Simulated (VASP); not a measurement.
Set up this calculation in VASP 6.6.1, as the native input.

```
Task                   : single point
Functional             : PBE
Potentials or basis    : VASP PAW PBE potentials, release 64 (Mo_sv)
Cutoff                 : 520 eV
k mesh                 : 22 × 22 × 22
Occupations            : gaussian, width 0.15 eV
Spin                   : no spin polarisation
Dipole correction      : no
Further INCAR settings : ALGO = Fast; EDIFF = 1e-06; NBANDS = 13
```

The structure of Mo lies in POSCAR:

```
Mo
1.0
    0.0000000000      2.0802252937      1.9256645543
    2.0802252937      0.0000000000      1.9256645543
    2.0802252937      2.0802252937      0.0000000000
Mo
1
Direct
    0.0000000000      0.0000000000      0.0000000000
```

This cell differs from its parent crystal: volume 16.666 Å^3 an atom, c/a of the conventional cell 0.9257.

The input as run:

INCAR

```
ALGO = Fast
EDIFF = 1E-6
ENCUT = 520
GGA = PE
ISIF = 2
ISMEAR = 0
LASPH = T
LCHARG = F
LREAL = F
LWAVE = F
NBANDS = 13
NELM = 100
PREC = Accurate
SIGMA = 0.15
```

KPOINTS

```
k-points
0
Gamma
  22 22 22
```

Potentials or basis: VASP PAW PBE potentials, release 64 (Mo_sv).

The run is started by

```sh
$ cat potpaw_PBE.64/Mo_sv/POTCAR > POTCAR
$ mpirun -np 1 vasp_std > vasp.out
```

Results of the run:

```json
{"Pressure": "-8.1 GPa", "Band gap on the k mesh": "zero (band 7 reaches 14.91 eV, above the bottom of band 8 at 10.64 eV)"}
```

Run time: 57 s on 1 thread of Intel(R) Xeon(R) 6975P-C (Granite Rapids), with other jobs on the host, peak memory 0.27 GiB.
